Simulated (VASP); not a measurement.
# H7C2F in VASP: single point with PBE+D3(BJ)

Aim: the single point of H7C2F with PBE+D3(BJ).

Everything below comes from runs of VASP 6.6.1. Logs are shortened: lines on timing, memory, paths and dates and some standing lists are left out, and cuts for length are marked.

## (1) The cell of the first run

The cell holds a disordered packing, 30 atoms: a = 7.230 Å, b = 7.230 Å, c = 7.230 Å, α = 90.00°, β = 90.00°, γ = 90.00°.

## (2) Single point, PBE+D3(BJ)

INCAR

```
  ALGO = Normal
  EDIFF = 1E-6
  ENCUT = 1010
  GGA = PE
  GGA_COMPAT = False
  ISIF = 2
  ISMEAR = -1
  IVDW = 12
  LASPH = True
  LCHARG = True
  LELF = True
  LREAL = Auto
  LVHAR = True
  LWAVE = False
  NBANDS = 54
  NELM = 120
  PREC = Accurate
  SIGMA = 0.02
```

KPOINTS

```
k-points
0
Gamma
  1 1 1
```

POSCAR

```
H7C2F
1.0
    7.2304270000      0.0000000000      0.0000000000
    0.0000000000      7.2304270000      0.0000000000
    0.0000000000      0.0000000000      7.2304270000
C H F
6 21 3
Direct
    0.5750874725      0.9857174381      0.6802324743
    0.4448524310      0.9300848791      0.5231169243
    0.0501320308      1.0688684899      0.0614580068
    0.1745598406      0.8978723913      0.0554621653
    0.4428092548      0.4302999429      0.2390149851
    0.4622877384      0.4408371766      0.0287689282
    0.6278479724      0.8637823219      0.7551682933
    0.6897386350      1.0741789988      0.6308849510
    0.5042968667      1.0702467295      0.7850138664
    0.3830610212      1.0525281698      0.4578897954
    0.5179590306      0.8522349526      0.4149184125
    0.3315435884      0.8423176267      0.5736363387
    0.0865572335      1.1656054482     -0.0507563282
   -0.0961544992      1.0311181670      0.0448418079
    0.0644164530      1.1396003461      0.1956732105
    0.1385401263      0.8006653450      0.1661999508
    0.1589473092      0.8242257913     -0.0764528142
    0.3211611012      0.9349800842      0.0712904763
    0.4365941293      0.5687947973      0.3004894505
    0.3154720112      0.3579778586      0.2796986545
    0.5603420173      0.3581343409      0.3025284422
    0.4624856510      0.3023056348     -0.0334116077
    0.3478964133      0.5188794031     -0.0337149454
    0.5924703710      0.5078596773     -0.0113733104
    0.8477451366      0.5469382316      0.5998419758
    0.9833716096      0.3743191586      0.0896099472
    0.8349618420      0.8661811435      0.6221435232
    0.8033615855      0.4252873036      0.6195747574
    0.9538345413      0.4957520561      0.1253500021
    0.9249902856      0.7772395955      0.5847201663
```

Potentials or basis: VASP PAW PBE potentials, release 64 (C_h, H_h, F_h).

Run with:

```sh
$ cat potpaw_PBE.64/C_h/POTCAR potpaw_PBE.64/H_h/POTCAR potpaw_PBE.64/F_h/POTCAR > POTCAR
$ mpirun -np 1 vasp_gam > vasp.out
```

OUTCAR:

```text
EDIFF = 1E-6
   ENCUT = 1010
   GGA = PE
   ISIF = 2
   ISMEAR = -1
   IVDW = 12
   LASPH = True
   LREAL = Auto
   NELM = 120
   PREC = Accurate
 IVDW          = 12

 ion  position               nearest neighbor table
   1  0.575  0.986  0.680-   9 1.10   7 1.10   8 1.11
   2  0.445  0.930  0.523-  10 1.10  12 1.10  11 1.10
   3  0.050  0.069  0.061-  14 1.10  15 1.10  13 1.10
   4  0.175  0.898  0.055-  16 1.10  17 1.10  18 1.10
   5  0.443  0.430  0.239-  19 1.10  21 1.10  20 1.10
   6  0.462  0.441  0.029-  24 1.10  22 1.10  23 1.10
   7  0.628  0.864  0.755-   1 1.10
   8  0.690  0.074  0.631-   1 1.11
   9  0.504  0.070  0.785-   1 1.10
  10  0.383  0.053  0.458-   2 1.10
  11  0.518  0.852  0.415-   2 1.10
  12  0.332  0.842  0.574-   2 1.10
[... 16 lines left out ...]
  29  0.954  0.496  0.125-  26 0.94
  30  0.925  0.777  0.585-  27 0.95

  LATTYP: Found a simple cubic cell.
 ALAT       =     7.2304270000

  Lattice vectors:

 A1 = (   7.2304270000,   0.0000000000,   0.0000000000)
 A2 = (   0.0000000000,   7.2304270000,   0.0000000000)
 A3 = (   0.0000000000,   0.0000000000,   7.2304270000)

Analysis of symmetry for initial positions (statically):
=====================================================================
 Subroutine PRICEL returns:
 Original cell was already a primitive cell.

 Routine SETGRP: Setting up the symmetry group for a
 simple cubic supercell.

 Subroutine GETGRP returns: Found  1 space group operations
 (whereof  1 operations were pure point group operations)
 out of a pool of 48 trial point group operations.

The static configuration has the point symmetry C_1 .

Analysis of symmetry for dynamics (positions and initial velocities):
=====================================================================
 Subroutine PRICEL returns:
 Original cell was already a primitive cell.

 Routine SETGRP: Setting up the symmetry group for a
 simple cubic supercell.

 Subroutine GETGRP returns: Found  1 space group operations
 (whereof  1 operations were pure point group operations)
 out of a pool of 48 trial point group operations.

The dynamic configuration has the point symmetry C_1 .

 Subroutine INISYM returns: Found  1 space group operations
 (whereof  1 operations are pure point group operations),
 and found     1 'primitive' translations

----------------------------------------------------------------------------------------

                                     Primitive cell

  volume of cell :     378.0000

  direct lattice vectors                    reciprocal lattice vectors
     7.230427000  0.000000000  0.000000000     0.138304418  0.000000000  0.000000000
     0.000000000  7.230427000  0.000000000     0.000000000  0.138304418  0.000000000
     0.000000000  0.000000000  7.230427000     0.000000000  0.000000000  0.138304418

  length of vectors
     7.230427000  7.230427000  7.230427000     0.138304418  0.138304418  0.138304418

  position of ions in fractional coordinates (direct lattice)
     0.575087473  0.985717438  0.680232474
     0.444852431  0.930084879  0.523116924
     0.050132031  0.068868490  0.061458007
     0.174559841  0.897872391  0.055462165
     0.442809255  0.430299943  0.239014985
     0.462287738  0.440837177  0.028768928
[... 22 lines left out ...]
     0.953834541  0.495752056  0.125350002
     0.924990286  0.777239595  0.584720166

  ion indices of the primitive-cell ions
   primitive index   ion index
                 1           1
                 2           2
                 3           3
                 4           4
                 5           5
                 6           6
[... 22 lines left out ...]
                29          29
                30          30

----------------------------------------------------------------------------------------

 KPOINTS: k-points

Automatic generation of k-mesh.
 Grid dimensions read from file:
 generate k-points for:    1    1    1

 Generating k-lattice:

  Cartesian coordinates                     Fractional coordinates (reciprocal lattice)
     0.138304418  0.000000000  0.000000000     1.000000000  0.000000000  0.000000000
     0.000000000  0.138304418  0.000000000     0.000000000  1.000000000  0.000000000
     0.000000000  0.000000000  0.138304418     0.000000000  0.000000000  1.000000000

  Length of vectors
     0.138304418  0.138304418  0.138304418

  Shift w.r.t. Gamma in fractional coordinates (k-lattice)
     0.000000000  0.000000000  0.000000000

 Subroutine IBZKPT returns following result:
 ===========================================

 Found      1 irreducible k-points:

 Following reciprocal coordinates:
            Coordinates               Weight
  0.000000  0.000000  0.000000      1.000000
   k-points           NKPTS =      1   k-points in BZ     NKDIM =      1   number of bands    NBANDS=     54
   number of dos      NEDOS =    301   number of ions     NIONS =     30
   total plane-waves  NPLWV = 512000
   dimension x,y,z NGX =    80 NGY =   80 NGZ =   80
   dimension x,y,z NGXF=   160 NGYF=  160 NGZF=  160
   ions per type =               6  21   3
   NGX,Y,Z   is equivalent  to a cutoff of  18.39, 18.39, 18.39 a.u.
   NGXF,Y,Z  is equivalent  to a cutoff of  36.79, 36.79, 36.79 a.u.
 SYSTEM =  unknown system
   PREC   = accura    normal or accurate (medium, high low for compatibility)
   ISTART =      0    job   : 0-new  1-cont  2-samecut
   ICHARG =      2    charge: 1-file 2-atom 10-const
   ISPIN  =      1    spin polarized calculation?
   LNONCOLLINEAR =      F non collinear calculations
   LSORBIT =      F    spin-orbit coupling
   LASPH  =      T    aspherical Exc in radial PAW
   ENCUT  = 1010.0 eV  74.23 Ry    8.62 a.u.  18.74 18.74 18.74*2*pi/ulx,y,z
   NELM   =    120;   NELMIN=  2; NELMDL= -5     # of ELM steps
   EDIFF  = 0.1E-05   stopping-criterion for ELM
   LREAL  =      T    real-space projection
   EDIFFG = 0.1E-04   stopping-criterion for IOM
   NSW    =      0    number of steps for IOM
   IBRION =     -1    ionic relax: 0-MD 1-quasi-New 2-CG
   NFREE  =      0    steps in history (QN), initial steepest desc. (CG)
   ISIF   =      2    stress and relaxation
   ISYM   =      2    0-nonsym 1-usesym 2-fastsym
   POTIM  = 0.5000    time-step for ionic-motion
   TEBEG  =    0.0;   TEEND  =   0.0 temperature during run
   PSTRESS=    0.0 pullay stress
   NELECT =      66.0000    total number of electrons
   NUPDOWN=      -1.0000    fix difference up-down
   EMIN   =  10.00;   EMAX   =-10.00  energy-range for DOS
   EFERMI =   0.00;   METHOD = LEGACY
   ISMEAR =    -1;   SIGMA  =   0.02  broadening in eV -4-tet -1-fermi 0-gaus
   EFERMI_NEDOS =   21; number of points for ismear=-14 and -15
   IALGO  =     38    algorithm
   IMIX   =      4    mixing-type and parameters
     AMIX     =   0.40;   BMIX     =  1.00
     AMIX_MAG =   1.60;   BMIX_MAG =  1.00
  volume/ion in A,a.u.               =      12.60        85.03
  Fermi-wavevector in a.u.,A,eV,Ry     =   0.915009  1.729117 11.391370  0.837242
  Thomas-Fermi vector in A             =   2.039702
   LORBIT       =      0    0 simple, 1 ext, 2 COOP (PROOUT), +10 PAW based schemes
   GGA     = PE    functional components
   LHFCALC =     F    Hartree Fock is set to
   AEXX    =    0.0000 exact exchange contribution
   IVDW    =    12    specifies the selected vdW correction
   LEPSILON=     F    determine dielectric tensor
   LRPA    =     F    only Hartree local field effects (RPA)
 non-spin polarized calculation
  energy-cutoff  :     1010.00
  volume of cell :      378.00
 maximum number of plane-waves:     13805
 NGX is ok and might be reduce to    80
   NGX = 37   NGY = 37   NGZ = 37

 number of electron      65.9999999 magnetization

 Free energy of the ion-electron system (eV)
  ---------------------------------------------------
  ext. energy  EPLUGINS =         0.00000000
  ---------------------------------------------------
  free energy    TOTEN  =      -146.12296697 eV

  energy without entropy =     -146.12296697  energy(sigma->0) =     -146.12296697

 E-fermi :  -4.5790     XC(G=0):  -5.8654

 val. band max:       -5.1731245992   @ k =   0.0000   0.0000   0.0000
 cond. band min:       1.0434925468   @ k =   0.0000   0.0000   0.0000
 fundamental gap:      6.2166171460
 Fermi energy:        -4.5790328166

 k-point     1 :       0.0000    0.0000    0.0000
  band No.  band energies     occupation
      1     -27.9343      2.00000
      2     -26.9599      2.00000
      3     -26.6112      2.00000
      4     -16.4691      2.00000
      5     -16.2640      2.00000
      6     -15.7571      2.00000
[... 37 lines left out ...]
     44       5.0732      0.00000
     45       5.2307      0.00000
 [bands above 45 left out]

------------------------ aborting loop because EDIFF is reached ----------------------------------------

 Edisp (eV)   -0.84446

 E8    (eV) :    -0.1793

  FORCE on cell =-STRESS in cart. coord.  units (eV):
  Direction    XX          YY          ZZ          XY          YZ          ZX
  --------------------------------------------------------------------------------------
  -------------------------------------------------------------------------------------
  Total      -0.89539    -1.06179    -0.90301     0.08412     0.12898    -0.07938
  in kB      -3.79518    -4.50047    -3.82748     0.35654     0.54670    -0.33645
  external pressure =       -4.04 kB  Pullay stress =        0.00 kB

 VOLUME and BASIS-vectors are now :
 -----------------------------------------------------------------------------
  energy-cutoff  :     1010.00
  volume of cell :      378.00
      direct lattice vectors                 reciprocal lattice vectors
     7.230427000  0.000000000  0.000000000     0.138304418  0.000000000  0.000000000
     0.000000000  7.230427000  0.000000000     0.000000000  0.138304418  0.000000000
     0.000000000  0.000000000  7.230427000     0.000000000  0.000000000  0.138304418

 POSITION                                       TOTAL-FORCE (eV/Angst)
 -----------------------------------------------------------------------------------
      4.15813      7.12716      4.91837        -0.088831      0.057330      0.013546
      3.21647      6.72491      3.78236         0.039305      0.019822     -0.006611
      0.36248      0.49795      0.44437         0.018943     -0.033051      0.031251
      1.26214      6.49200      0.40102        -0.026412      0.033516     -0.032553
      3.20170      3.11125      1.72818        -0.012656     -0.002845      0.004817
      3.34254      3.18744      0.20801         0.009116      0.021498      0.006220
[... 22 lines left out ...]
      6.89663      3.58450      0.90633         0.013779     -0.035707     -0.037046
      6.68807      5.61977      4.22778        -0.113270      0.148200      0.052906
 -----------------------------------------------------------------------------------
    total drift:                               -0.004060      0.000557      0.001169

  FREE ENERGIE OF THE ION-ELECTRON SYSTEM (eV)
  ---------------------------------------------------
  free  energy   TOTEN  =      -146.9674270719 eV

  energy  without entropy=     -146.9674270719  energy(sigma->0) =     -146.96742707
```

It took 3.1 min on 1 thread of AMD EPYC 7R43 (Zen 3), shared host; peak memory 0.9 GiB.

What came out:

| Quantity | Value |
| --- | --- |
| Free energy | -146.9674 eV |
| Pressure | -0.4 GPa |
| Largest force | 0.253 eV/Å |
| Dispersion energy per atom | -0.028 eV |

Forces on the atoms (eV/Å):
```
C   -0.089  0.057  0.014
C    0.039  0.020 -0.007
C    0.019 -0.033  0.031
C   -0.026  0.034 -0.033
C   -0.013 -0.003  0.005
C    0.009  0.021  0.006
H   -0.036 -0.014  0.015
H    0.003 -0.011 -0.027
H    0.061 -0.060 -0.044
H    0.036 -0.016  0.032
H   -0.017  0.032  0.031
H    0.019  0.017  0.013
H   -0.016  0.010  0.001
H   -0.021  0.003 -0.001
H   -0.006 -0.008 -0.001
H   -0.007  0.000 -0.001
H   -0.001  0.007  0.001
H   -0.008  0.009  0.006
H   -0.001 -0.001  0.000
H    0.002  0.005 -0.009
H    0.006 -0.007 -0.002
H   -0.001 -0.006 -0.010
H    0.002 -0.007  0.001
H    0.001 -0.006  0.002
H    0.014 -0.029  0.002
H   -0.013  0.056  0.025
H    0.110 -0.217 -0.067
F    0.032  0.035  0.002
F    0.014 -0.036 -0.037
F   -0.113  0.148  0.053
```

Levels at points of the mesh, in eV from the Fermi level:
```tsv
k point	band 31	band 32	band 33	band 34	band 35	band 36
(0.00, 0.00, 0.00)	-1.14	-0.75	-0.59	5.62	7.49	7.67
```

Caveat: the k points lie up to 0.87 Å⁻¹ apart, too coarse for converged energies, forces and pressures.
